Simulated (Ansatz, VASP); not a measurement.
One calculation of Ge, two programs

```
CELL_PARAMETERS angstrom
0.00000 2.82891 2.82891
2.82891 0.00000 2.82891
2.82891 2.82891 0.00000
ATOMIC_POSITIONS crystal
Ge 0.25000 0.25000 0.25000
Ge 0.00000 0.00000 0.00000
```

Alike in both runs: functional RPBE; k mesh 8 × 8 × 8; occupations fermi-dirac, width 0.15 eV; no spin polarisation.

|  | VASP | Ansatz |
| --- | --- | --- |
| version | VASP 6.6.1 | Ansatz 0.2.0 |
| potentials or method | VASP PAW PBE potentials, release 64 (Ge_d), cutoff 500 eV | all-electron PAW datasets made for the crystal |
| task | single point | density of states |

|  | VASP | Ansatz | Ansatz less VASP |
| --- | --- | --- | --- |
| pressure (GPa) | 5.3 | 5.5 | +0.19 |

VASP's potentials were made for PBE, not for RPBE. Ansatz ran all-electron here, and VASP with PAW potentials.

Noted on Ansatz's run: the program warned that the printed levels may be off, so bands, gaps and densities of states are rough.
